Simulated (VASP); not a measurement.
Input of a VASP 6.6.1 run:

INCAR

```
  PREC = Accurate
  ENCUT = 520
  EDIFF = 1E-6
  ISMEAR = -1
  SIGMA = 0.05
  LREAL = False
  LASPH = True
  NELM = 60
  ALGO = Normal
  ISIF = 2
  LWAVE = False
  LCHARG = False
  GGA = B5
  ALDAX = 1.0
  AGGAX = 1.0
  AGGAC = 1.0
  ALDAC = 0.0
  NBANDS = 16
```

Contents of KPOINTS:

```
Automatic mesh
0
Gamma
  10 10 5
```

Contents of POSCAR:

```
SiC
1.0
    3.0760000000      0.0000000000      0.0000000000
   -1.5380000000      2.6638941420      0.0000000000
    0.0000000000      0.0000000000      5.0480000000
Si C
2 2
Direct
    0.6666666667      0.3333333333      0.5000000000
    0.3333333333      0.6666666667      0.0000000000
    0.6666666667      0.3333333333      0.8850000000
    0.3333333333      0.6666666667      0.3850000000
```

Potentials or basis: VASP PAW PBE potentials, release 64 (Si, C).

The run is started by

```sh
$ cat potpaw_PBE.64/Si/POTCAR potpaw_PBE.64/C/POTCAR > POTCAR
$ mpirun -np 1 vasp_std > vasp.out
```

Problem. Estimate the band gap on the k mesh.

Solution. 2.82 eV (least direct gap 4.34 eV).

Problem. What does it give for the largest force?

Solution. 0.763 eV/Å.

Problem. Estimate the pressure.

Solution. 8.8 GPa.

Forces in eV/Å, atoms in the order of the input:
```
Si   0.000  0.000  0.763
Si   0.000  0.000  0.763
C    0.000  0.000 -0.763
C    0.000  0.000 -0.763
```

Caveat: the cell stands under pressure; the PAW data sets were made with another functional, which shifts forces and pressure a little. A k mesh can miss the band edges.
